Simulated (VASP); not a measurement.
Wanted: the native input for a VASP 6.6.1 run.

* Task: single point
* Functional: LDA
* Potentials or basis: VASP PAW LDA potentials, release 64 (Ti_sv, Te)
* Cutoff: 520 eV
* k mesh: 9 × 9 × 3
* Occupations: fermi-dirac, width 0.05 eV
* Spin: no spin polarisation
* Hubbard terms: Ti d U = 6.0 eV
* Dipole correction: no
* Further INCAR settings: ALGO = Normal; EDIFF = 1e-06; NBANDS = 19

The structure of TiTe2 lies in POSCAR:

```
TiTe2
1.0
    3.0255700000      0.0000000000      0.0000000000
    0.0000000000      3.0255700000      0.0000000000
    0.0000000000      0.0000000000      9.3016300000
Ti Te
1 2
Direct
    0.0000000000      0.0000000000      0.0000000000
    0.0000000000      0.0000000000      0.2943100000
    0.0000000000      0.0000000000      0.7056900000
```

These files were run (other wordings do the same):

INCAR

```
ALGO     = Normal         # electronic algorithm
EDIFF    = 1E-6           # SCF threshold, eV
ENCUT    = 520            # plane-wave cutoff, eV
GGA      = CA             # functional
ISIF     = 2              # what is computed and relaxed
ISMEAR   = -1             # smearing method
LASPH    = True           # aspherical terms in the spheres
LCHARG   = False          # write CHGCAR
LDAU     = True           # DFT+U
LDAUJ    = 0 0          
LDAUL    = 2 -1           # shell
LDAUPRINT= 1            
LDAUTYPE = 2            
LDAUU    = 6 0            # U, eV
LMAXMIX  = 4              # l up to which the mixer works
LREAL    = False          # projectors in reciprocal space
LWAVE    = False          # write WAVECAR
NBANDS   = 19             # bands
NELM     = 150            # most SCF steps
PREC     = Accurate       # precision mode
SIGMA    = 0.05           # smearing width, eV
```

KPOINTS

```
k-points
0
Gamma
  9 9 3
```

Potentials or basis: VASP PAW LDA potentials, release 64 (Ti_sv, Te).

Command:

```sh
$ cat potpaw_LDA.64/Ti_sv/POTCAR potpaw_LDA.64/Te/POTCAR > POTCAR
$ mpirun -np 1 vasp_std > vasp.out
```

Results of the run:

The pressure is 1.9 GPa, the largest force is 0.071 eV/Å and the band gap on the k mesh is zero (band 12 reaches 8.62 eV, above the bottom of band 13 at 6.13 eV).

Caveat: spin-orbit coupling is left out, which moves the levels of the heavy elements; U without spin polarisation on a metal has little footing; the U is typed as a test and isn't derived for this compound.

Run time: 74 s on 1 thread of Intel Xeon 8259CL (shared host), peak memory 0.19 GiB.
